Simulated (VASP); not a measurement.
The system is BeS.

```
CELL_PARAMETERS angstrom
0.00000 2.43431 2.43431
2.43431 0.00000 2.43431
2.43431 2.43431 0.00000
ATOMIC_POSITIONS crystal
Be 0.00000 0.00000 0.00000
S 0.75000 0.75000 0.75000
```

Base run:

```yaml
Program: VASP 6.6.1
Functional: HSE06
Potentials_or_basis: VASP PAW PBE potentials, release 64 (Be, S)
Cutoff: 520 eV
k_mesh: 6 × 6 × 6
Occupations: gaussian, width 0.01 eV
Spin: no spin polarisation
```

Its results: band gap on the k mesh 4.08 eV (least direct gap 6.87 eV); pressure -1.1 GPa.

The run is repeated on the same cell with these changes: functional from HSE06 to PBE0. What comes out?

Band gap on the k mesh 4.80 eV (least direct gap 7.62 eV); pressure -1.1 GPa.

Caveats: the PAW data sets were made with another functional, which shifts forces and pressure a little.

A k mesh can miss the band edges.
